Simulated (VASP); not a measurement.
A run of VASP 6.6.1:

File INCAR:

```
  PREC = Accurate
  ENCUT = 520
  EDIFF = 1E-6
  ISMEAR = -1
  SIGMA = 0.05
  LREAL = F
  LASPH = T
  NELM = 150
  ALGO = Normal
  ISIF = 2
  LWAVE = F
  LCHARG = F
  ISPIN = 2
  MAGMOM = 2 2
  LORBIT = 11
  LMAXMIX = 6
  GGA = PS
  NBANDS = 24
```

File KPOINTS:

```
regular mesh
0
Gamma
  8 8 5
```

Contents of POSCAR:

```
Pr
1.0
    3.6690000000      0.0000000000      0.0000000000
   -1.8345000000      3.1774472065      0.0000000000
    0.0000000000      0.0000000000      5.9200000000
Pr
2
Direct
    0.6666666667      0.3333333333      0.7500000000
    0.3333333333      0.6666666667      0.2500000000
```

Potentials or basis: VASP PAW PBE potentials, release 64 (Pr).

Launch:

```sh
$ cat potpaw_PBE.64/Pr/POTCAR > POTCAR
$ mpirun -np 1 vasp_std > vasp.out
```

Hardware: 1 thread of Intel(R) Xeon(R) Platinum 8259CL CPU @ 2.50GHz (Skylake/Cascade Lake), on a shared host.

Question: Estimate the wall time of this run.

Answer: Wall time 4.6 min on 1 thread of Intel(R) Xeon(R) Platinum 8259CL CPU @ 2.50GHz (Skylake/Cascade Lake) (shared host), peak memory 0.26 GiB. Counts: scf iterations 35, k points 30.
